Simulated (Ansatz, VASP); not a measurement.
Two plane-wave programs on Os

File INCAR:

```
PREC     = Accurate       # precision mode
ENCUT    = 520            # plane-wave cutoff, eV
EDIFF    = 1E-7           # SCF threshold, eV
ISMEAR   = -1             # smearing method
SIGMA    = 0.1            # smearing width, eV
LREAL    = False          # projectors in reciprocal space
LASPH    = True           # aspherical terms in the spheres
NELM     = 80             # most SCF steps
ALGO     = Normal         # electronic algorithm
ISIF     = 2              # what is computed and relaxed
LWAVE    = False          # write WAVECAR
LCHARG   = True           # write CHGCAR
GGA      = RE             # functional
LELF     = True           # ELF
LVHAR    = True         
NBANDS   = 19             # bands
```

File KPOINTS:

```
regular mesh
0
Gamma
  10 10 13
```

File POSCAR:

```
Os
1.0
    4.2755704453      0.0000000000      0.0000000000
   -2.1377852227      3.7027526213      0.0000000000
    0.0000000000      0.0000000000      2.6919719179
Os
3
Direct
    1.0000000000      1.0000000000      0.0000000000
    0.3333333333      0.6666666667      0.5000000000
    0.6666666667      0.3333333333      0.5000000000
```

Input for Ansatz:

```yaml
crystal:
  lattice:
    - [4.2755704453, 0.0, 0.0]
    - [-2.1377852227, 3.7027526213, 0.0]
    - [0.0, 0.0, 2.6919719179]
  atoms:
    - { symbol: Os, position: [1.0, 1.0, 0.0] }
    - { symbol: Os, position: [0.3333333333, 0.6666666667, 0.5] }
    - { symbol: Os, position: [0.6666666667, 0.3333333333, 0.5] }
hamiltonian:
  xc: revpbe
  pseudopotentials:
    kind: paw
    azcp:
      Os: "pseudopotentials/Os.paw.azcp"
basis:
  ecutwfc: 420
  fft_grid_basis: typed
kpoints:
  mp_grid: { grid: [10, 10, 13], shift: [0, 0, 0] }
magnetization:
  spin_polarized: false
scf:
  occupations: { method: fermi_dirac, width: 0.1 }
  lower_state_search: "off"
output:
  stress: true
```

Alike in both runs: task single point; functional revPBE; k mesh 10 × 10 × 13; occupations fermi-dirac, width 0.1 eV; no spin polarisation.

|  | VASP | Ansatz |
| --- | --- | --- |
| version | VASP 6.6.1 | Ansatz 0.2.0 |
| potentials or method | VASP PAW PBE potentials, release 64 (Os), cutoff 520 eV | plane waves (420 eV) with PAW, scalar-relativistic |
| valence electrons in the cell | 24 | 48 |

|  | VASP | Ansatz | Ansatz less VASP |
| --- | --- | --- | --- |
| pressure (GPa) | 16.0 | 16.2 | +0.15 |
| traceless stress, the component that is largest in VASP (GPa) | -0.87 | -1.08 | -0.216 |

VASP's potentials were made for PBE, not for revPBE. VASP's potentials hold 24 valence electrons a cell and Ansatz's 48, so a difference there can come from the potentials and not from the codes.

Spin-orbit coupling is off throughout.
